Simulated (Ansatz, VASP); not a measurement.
One calculation of Si2W, two programs

```
W Si
1.0
     0.00000    2.51481    2.51481
     2.51481    0.00000    2.51481
     2.51481    2.51481    0.00000
W Si
1 2
Direct
  0.00000 0.00000 0.00000
  0.25000 0.25000 0.25000
  0.75000 0.75000 0.75000
```

Change from the starting cell: volume scaled by 0.62, PAW files.

Alike in both runs: task single point; functional PBE; k mesh 9 × 9 × 9; occupations fermi-dirac, width 0.08 eV; no spin polarisation.

|  | VASP | Ansatz |
| --- | --- | --- |
| version | VASP 6.6.1 | Ansatz 0.2.0 |
| potentials or method | VASP PAW PBE potentials, release 64 (W_sv, Si) | PAW with Ansatz's default frozen-core files, scalar-relativistic |
| plane-wave cutoff (eV) | 520 | 420 |
| valence electrons in the cell | 22 | 22 |

|  | VASP | Ansatz | Ansatz less VASP |
| --- | --- | --- | --- |
| pressure (GPa) | 169.8 | 169.0 | -0.89 |

Both programs put the cell under a high pressure, so it lies far from rest at this level. With one functional, cell and mesh, what is left measures potentials, basis and numerics.

Neither program's run includes spin-orbit coupling. Noted on VASP's run: the cell as given lies far from equilibrium.
